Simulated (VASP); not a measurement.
# CO (P6_3mc) in VASP: notebook

Runs on CO. Level: PBE. Tasks: single point.

Program: VASP 6.6.1. These are calculated values, not measurements. Logs are shortened: lines on timing, memory, paths and dates and some standing lists are left out, and cuts for length are marked.

## Step 1: The cell of the first run

It takes space group P6_3mc (No. 186, hexagonal). Conventional cell: a = 3.318 Å, b = 3.318 Å, c = 5.314 Å, α = 90.00°, β = 90.00°, γ = 120.00°. Within 2.7 Å of C (site symmetry 3m) lie 4 O at 2.02 to 2.03 Å. Within 2.7 Å of O (site symmetry 3m) lie 4 C at 2.02 to 2.03 Å.

## Step 2: Single point, PBE

Input file INCAR:

```
SYSTEM = CO
ALGO = Normal
EDIFF = 1E-6
ENCUT = 600
GGA = PE
GGA_COMPAT = .FALSE.
ISIF = 2
ISMEAR = 0
LASPH = .TRUE.
LCHARG = .FALSE.
LREAL = .FALSE.
LWAVE = .FALSE.
NBANDS = 18
NELM = 120
PREC = Accurate
SIGMA = 0.1
```

Input file KPOINTS:

```
k-points
0
G
  6 6 4
  0 0 0
```

Input file POSCAR:

```
CO
1.0
    3.3183888983      0.0000000000      0.0000000000
   -1.6591944491      2.8738090855      0.0000000000
    0.0000000000      0.0000000000      5.3142853851
C O
2 2
Direct
    0.3333333333      0.6666666667      0.0000000000
    0.6666666667      0.3333333333      0.5000000000
    0.3333333333      0.6666666667      0.3821000000
    0.6666666667      0.3333333333      0.8821000000
```

Potentials or basis: VASP PAW PBE potentials, release 64 (C, O).

On the command line:

```bash
cat potpaw_PBE.64/C/POTCAR potpaw_PBE.64/O/POTCAR > POTCAR
mpirun -np 1 vasp_std > vasp.out
```

OUTCAR:

```text
SYSTEM = CO
   EDIFF = 1E-6
   ENCUT = 600
   GGA = PE
   ISIF = 2
   ISMEAR = 0
   LASPH = .TRUE.
   LREAL = .FALSE.
   NELM = 120
   PREC = Accurate

 ion  position               nearest neighbor table
   1  0.333  0.667  0.000-   4 2.02   4 2.02   4 2.02
   2  0.667  0.333  0.500-   3 2.02   3 2.02   3 2.02
   3  0.333  0.667  0.382-   2 2.02   2 2.02   2 2.02
   4  0.667  0.333  0.882-   1 2.02   1 2.02   1 2.02

  LATTYP: Found a hexagonal cell.
 ALAT       =     3.3183888983
 C/A-ratio  =     1.6014655147

  Lattice vectors:

 A1 = (   3.3183888983,   0.0000000000,   0.0000000000)
 A2 = (  -1.6591944491,   2.8738090855,   0.0000000000)
 A3 = (   0.0000000000,   0.0000000000,   5.3142853851)

Analysis of symmetry for initial positions (statically):
=====================================================================
 Subroutine PRICEL returns:
 Original cell was already a primitive cell.

 Routine SETGRP: Setting up the symmetry group for a
 hexagonal supercell.

 Subroutine GETGRP returns: Found 12 space group operations
 (whereof  6 operations were pure point group operations)
 out of a pool of 24 trial point group operations.

The static configuration has the point symmetry C_3v.
 The point group associated with its full space group is C_6v.

Analysis of symmetry for dynamics (positions and initial velocities):
=====================================================================
 Subroutine PRICEL returns:
 Original cell was already a primitive cell.

 Routine SETGRP: Setting up the symmetry group for a
 hexagonal supercell.

 Subroutine GETGRP returns: Found 12 space group operations
 (whereof  6 operations were pure point group operations)
 out of a pool of 24 trial point group operations.

The dynamic configuration has the point symmetry C_3v.
 The point group associated with its full space group is C_6v.

 Subroutine INISYM returns: Found 12 space group operations
 (whereof  6 operations are pure point group operations),
 and found     1 'primitive' translations

----------------------------------------------------------------------------------------

                                     Primitive cell

  volume of cell :      50.6792

  direct lattice vectors                    reciprocal lattice vectors
     3.318388898  0.000000000  0.000000000     0.301351056  0.173985114  0.000000000
    -1.659194449  2.873809086  0.000000000     0.000000000  0.347970227  0.000000000
     0.000000000  0.000000000  5.314285385     0.000000000  0.000000000  0.188172055

  length of vectors
     3.318388898  3.318388898  5.314285385     0.347970227  0.347970227  0.188172055

  position of ions in fractional coordinates (direct lattice)
     0.333333333  0.666666667  0.000000000
     0.666666667  0.333333333  0.500000000
     0.333333333  0.666666667  0.382100000
     0.666666667  0.333333333  0.882100000

  ion indices of the primitive-cell ions
   primitive index   ion index
                 1           1
                 2           2
                 3           3
                 4           4

----------------------------------------------------------------------------------------

 KPOINTS: k-points

Automatic generation of k-mesh.
 Grid dimensions read from file:
 generate k-points for:    6    6    4

 Generating k-lattice:

  Cartesian coordinates                     Fractional coordinates (reciprocal lattice)
     0.050225176  0.028997519  0.000000000     0.166666667 -0.000000000  0.000000000
     0.000000000  0.057995038  0.000000000     0.000000000  0.166666667  0.000000000
     0.000000000  0.000000000  0.047043014     0.000000000  0.000000000  0.250000000

  Length of vectors
     0.057995038  0.057995038  0.047043014

  Shift w.r.t. Gamma in fractional coordinates (k-lattice)
     0.000000000  0.000000000  0.000000000

 Subroutine IBZKPT returns following result:
 ===========================================

 Found     21 irreducible k-points:

 Following reciprocal coordinates:
            Coordinates               Weight
  0.000000  0.000000  0.000000      1.000000
  0.166667 -0.000000  0.000000      6.000000
  0.333333 -0.000000  0.000000      6.000000
  0.500000 -0.000000  0.000000      3.000000
  0.166667  0.166667  0.000000      6.000000
  0.333333  0.166667  0.000000     12.000000
[... 13 lines left out ...]
  0.333333  0.166667  0.500000     12.000000
  0.333333  0.333333  0.500000      2.000000
   k-points           NKPTS =     21   k-points in BZ     NKDIM =     21   number of bands    NBANDS=     18
   number of dos      NEDOS =    301   number of ions     NIONS =      4
   total plane-waves  NPLWV =  32928
   dimension x,y,z NGX =    28 NGY =   28 NGZ =   42
   dimension x,y,z NGXF=    56 NGYF=   56 NGZF=   84
   ions per type =               2   2
   NGX,Y,Z   is equivalent  to a cutoff of  14.03, 14.03, 13.14 a.u.
   NGXF,Y,Z  is equivalent  to a cutoff of  28.06, 28.06, 26.28 a.u.
 SYSTEM =  CO
   PREC   = accura    normal or accurate (medium, high low for compatibility)
   ISTART =      0    job   : 0-new  1-cont  2-samecut
   ICHARG =      2    charge: 1-file 2-atom 10-const
   ISPIN  =      1    spin polarized calculation?
   LNONCOLLINEAR =      F non collinear calculations
   LSORBIT =      F    spin-orbit coupling
   LASPH  =      T    aspherical Exc in radial PAW
   ENCUT  =  600.0 eV  44.10 Ry    6.64 a.u.   6.63  6.63 10.61*2*pi/ulx,y,z
   NELM   =    120;   NELMIN=  2; NELMDL= -5     # of ELM steps
   EDIFF  = 0.1E-05   stopping-criterion for ELM
   LREAL  =      F    real-space projection
   EDIFFG = 0.1E-04   stopping-criterion for IOM
   NSW    =      0    number of steps for IOM
   IBRION =     -1    ionic relax: 0-MD 1-quasi-New 2-CG
   NFREE  =      0    steps in history (QN), initial steepest desc. (CG)
   ISIF   =      2    stress and relaxation
   ISYM   =      2    0-nonsym 1-usesym 2-fastsym
   POTIM  = 0.5000    time-step for ionic-motion
   TEBEG  =    0.0;   TEEND  =   0.0 temperature during run
   PSTRESS=    0.0 pullay stress
   NELECT =      20.0000    total number of electrons
   NUPDOWN=      -1.0000    fix difference up-down
   EMIN   =  10.00;   EMAX   =-10.00  energy-range for DOS
   EFERMI =   0.00;   METHOD = LEGACY
   ISMEAR =     0;   SIGMA  =   0.10  broadening in eV -4-tet -1-fermi 0-gaus
   EFERMI_NEDOS =   21; number of points for ismear=-14 and -15
   IALGO  =     38    algorithm
   IMIX   =      4    mixing-type and parameters
     AMIX     =   0.40;   BMIX     =  1.00
     AMIX_MAG =   1.60;   BMIX_MAG =  1.00
  volume/ion in A,a.u.               =      12.67        85.50
  Fermi-wavevector in a.u.,A,eV,Ry     =   1.200811  2.269205 19.618894  1.441948
  Thomas-Fermi vector in A             =   2.336637
   LORBIT       =      0    0 simple, 1 ext, 2 COOP (PROOUT), +10 PAW based schemes
   GGA     = PE    functional components
   LHFCALC =     F    Hartree Fock is set to
   AEXX    =    0.0000 exact exchange contribution
   IVDW    =     0    specifies the selected vdW correction
   LEPSILON=     F    determine dielectric tensor
   LRPA    =     F    only Hartree local field effects (RPA)
 non-spin polarized calculation
 Gauss-broadening in eV      SIGMA  =   0.10
  energy-cutoff  :      600.00
  volume of cell :       50.68
 maximum number of plane-waves:      1725
 NGX is ok and might be reduce to    28
   NGX = 13   NGY = 13   NGZ = 21

 number of electron      20.0000000 magnetization

 Free energy of the ion-electron system (eV)
  ---------------------------------------------------
  ext. energy  EPLUGINS =         0.00000000
  ---------------------------------------------------
  free energy    TOTEN  =       -18.92716010 eV

  energy without entropy =      -18.92716010  energy(sigma->0) =      -18.92716010

 E-fermi :   1.3032     XC(G=0):  -9.3081

 val. band max:        0.8437269780   @ k =   0.3333   0.3333   0.0000
 cond. band min:       2.2655810275   @ k =   0.3333  -0.0000   0.5000
 fundamental gap:      1.4218540495
 Fermi energy:         1.3031816020

 k-point     1 :       0.0000    0.0000    0.0000
  band No.  band energies     occupation
      1     -18.0254      2.00000
      2     -17.1379      2.00000
      3      -8.4493      2.00000
      4      -5.8449      2.00000
      5      -2.8141      2.00000
      6      -2.8141      2.00000
[... 10 lines left out ...]
     17      11.0932      0.00000
     18      13.8464      0.00000

 k-point     2 :       0.1667   -0.0000    0.0000
  band No.  band energies     occupation
      1     -17.8581      2.00000
      2     -17.0511      2.00000
      3      -8.4935      2.00000
      4      -6.5606      2.00000
      5      -4.0512      2.00000
      6      -3.1022      2.00000
[... 10 lines left out ...]
     17      11.6757      0.00000
     18      13.3215      0.00000

 k-point     3 :       0.3333   -0.0000    0.0000
  band No.  band energies     occupation
      1     -17.4602      2.00000
      2     -16.9010      2.00000
      3      -8.7091      2.00000
      4      -7.7392      2.00000
      5      -4.6545      2.00000
      6      -3.5776      2.00000
[... 10 lines left out ...]
     17      12.0877      0.00000
     18      12.7356      0.00000

 k-point     4 :       0.5000   -0.0000    0.0000
  band No.  band energies     occupation
      1     -17.1880      2.00000
      2     -16.8758      2.00000
      3      -8.8519      2.00000
      4      -8.3061      2.00000
      5      -4.5965      2.00000
      6      -3.7819      2.00000
[... 312 lines left out ...]
      4      -8.1461      2.00000
      5      -3.3075      2.00000
      6      -3.3075      2.00000
[... 10 lines left out ...]
     17      12.6553      0.00000
     18      12.6553      0.00000

 k-point    20 :       0.3333    0.1667    0.5000
  band No.  band energies     occupation
      1     -17.0318      2.00000
      2     -17.0318      2.00000
      3      -8.6787      2.00000
      4      -8.6787      2.00000
      5      -3.8930      2.00000
      6      -3.8930      2.00000
[... 10 lines left out ...]
     17      12.5043      0.00000
     18      12.5043      0.00000

 k-point    21 :       0.3333    0.3333    0.5000
  band No.  band energies     occupation
      1     -16.9503      2.00000
      2     -16.9503      2.00000
      3      -8.7919      2.00000
      4      -8.7919      2.00000
      5      -4.3606      2.00000
      6      -4.3606      2.00000
[... 10 lines left out ...]
     17      12.3974      0.00000
     18      12.3974      0.00000

------------------------ aborting loop because EDIFF is reached ----------------------------------------

  FORCE on cell =-STRESS in cart. coord.  units (eV):
  Direction    XX          YY          ZZ          XY          YZ          ZX
  --------------------------------------------------------------------------------------
  -------------------------------------------------------------------------------------
  Total       -5.5133654     -5.5133654     -6.6388651     -0.0000000      0.0000000      0.0000000
  in kB     -174.2999598   -174.2999598   -209.8815960     -0.0000000      0.0000000      0.0000000
  external PRESSURE =    -186.1605052 kB  Pullay stress =       0.0000000 kB

 VOLUME and BASIS-vectors are now :
 -----------------------------------------------------------------------------
  energy-cutoff  :      600.00
  volume of cell :       50.68
      direct lattice vectors                 reciprocal lattice vectors
     3.318388898  0.000000000  0.000000000     0.301351056  0.173985114  0.000000000
    -1.659194449  2.873809086  0.000000000     0.000000000  0.347970227  0.000000000
     0.000000000  0.000000000  5.314285385     0.000000000  0.000000000  0.188172055

 POSITION                                       TOTAL-FORCE (eV/Angst)
 -----------------------------------------------------------------------------------
     -0.00000      1.91587      0.00000        -0.000000      0.000000      0.345824
      1.65919      0.95794      2.65714         0.000000     -0.000000      0.345824
     -0.00000      1.91587      2.03059         0.000000     -0.000000     -0.345824
      1.65919      0.95794      4.68773        -0.000000      0.000000     -0.345824
 -----------------------------------------------------------------------------------
    total drift:                               -0.000000      0.000000     -0.000371

  FREE ENERGIE OF THE ION-ELECTRON SYSTEM (eV)
  ---------------------------------------------------
  free  energy   TOTEN  =       -18.9271600974 eV

  energy  without entropy=      -18.9271600974  energy(sigma->0) =      -18.92716010
```

Wall time 24 s (1 thread of Intel Xeon Platinum 8259CL at 2.50GHz (Skylake/Cascade Lake), shared host); peak memory 0.17 GiB.

Results:

```
Free energy            : -18.9272 eV
Pressure               : -18.6 GPa
Largest force          : 0.346 eV/Å
Band gap on the k mesh : 1.42 eV (least direct gap 1.78 eV)
```

Forces on the atoms (eV/Å):
```
C    0.000  0.000  0.346
C    0.000  0.000  0.346
O    0.000  0.000 -0.346
O    0.000  0.000 -0.346
```

Stress tensor (GPa, compression positive):
```
-17.43   0.00   0.00
  0.00 -17.43   0.00
  0.00   0.00 -20.99
```

Caveat: the cell stands under tension.

## Step 3: Single point, PBE

This run uses another cell than the first one, of 27.59 Å³/atom.

Input file INCAR:

```
SYSTEM = CO
ALGO     = Normal         ! electronic algorithm
EDIFF    = 1E-6           ! SCF threshold, eV
ENCUT    = 600            ! plane-wave cutoff, eV
GGA      = PE             ! functional
GGA_COMPAT= .False.      
ISIF     = 2              ! what is computed and relaxed
ISMEAR   = 0              ! smearing method
LASPH    = .True.         ! aspherical terms in the spheres
LCHARG   = .False.        ! write CHGCAR
LREAL    = .False.        ! projectors in reciprocal space
LWAVE    = .False.        ! write WAVECAR
NBANDS   = 18             ! bands
NELM     = 120            ! most SCF steps
PREC     = Accurate       ! precision mode
SIGMA    = 0.1            ! smearing width, eV
```

Input file KPOINTS:

```
k-points
0
Gamma
  6 6 4
  0 0 0
```

Input file POSCAR:

```
CO
1.0
    4.1588334876      0.0000000000      0.0000000000
   -2.0794167438      3.6016554504      0.0000000000
    0.0000000000      0.0000000000      7.3685088017
C O
2 2
Direct
    0.3333333333      0.6666666667      0.1140415205
    0.6666666667      0.3333333333      0.6140415205
    0.3333333333      0.6666666667      0.2680584795
    0.6666666667      0.3333333333      0.7680584795
```

Potentials or basis: VASP PAW PBE potentials, release 64 (C, O).

On the command line:

```bash
cat potpaw_PBE.64/C/POTCAR potpaw_PBE.64/O/POTCAR > POTCAR
mpirun -np 1 vasp_std > vasp.out
```

Run time: 39 s. Hardware: 1 thread of Intel Xeon Platinum 8259CL at 2.50GHz (Skylake/Cascade Lake), shared host; peak memory 0.27 GiB.

The run converged. Its results:

```yaml
Free_energy: -29.6025 eV
Pressure: 1.1 GPa
Largest_force: 0.905 eV/Å
Band_gap_on_the_k_mesh: 6.10 eV (least direct gap 6.11 eV)
```

Forces on the atoms (eV/Å):
```
C    0.000  0.000 -0.905
C    0.000  0.000 -0.905
O    0.000  0.000  0.905
O    0.000  0.000  0.905
```

Stress tensor (GPa, compression positive):
```
0.07 0.00 0.00
0.00 0.07 0.00
0.00 0.00 3.07
```

Levels at points of the mesh, in eV from the valence-band top:
```tsv
k point	band 6	band 7	band 8	band 9	band 10	band 11	band 12	band 13	band 14	band 15
(0.00, 0.00, 0.00)	-2.89	-2.83	-2.83	-0.79	-0.04	7.06	7.06	7.39	7.39	9.24
(0.50, 0.00, 0.00)	-3.08	-2.96	-2.86	-0.24	-0.01	6.10	6.51	6.76	7.35	10.89
(0.00, 0.00, 0.50)	-2.86	-2.86	-2.86	-0.42	-0.42	7.22	7.22	7.22	7.22	9.19
(0.50, 0.00, 0.50)	-3.11	-2.91	-2.91	-0.14	-0.14	6.32	6.32	7.05	7.05	11.44
```

Caveat: this functional lacks dispersion, which holds the molecules together, so the pressure and a relaxed volume are unreliable.
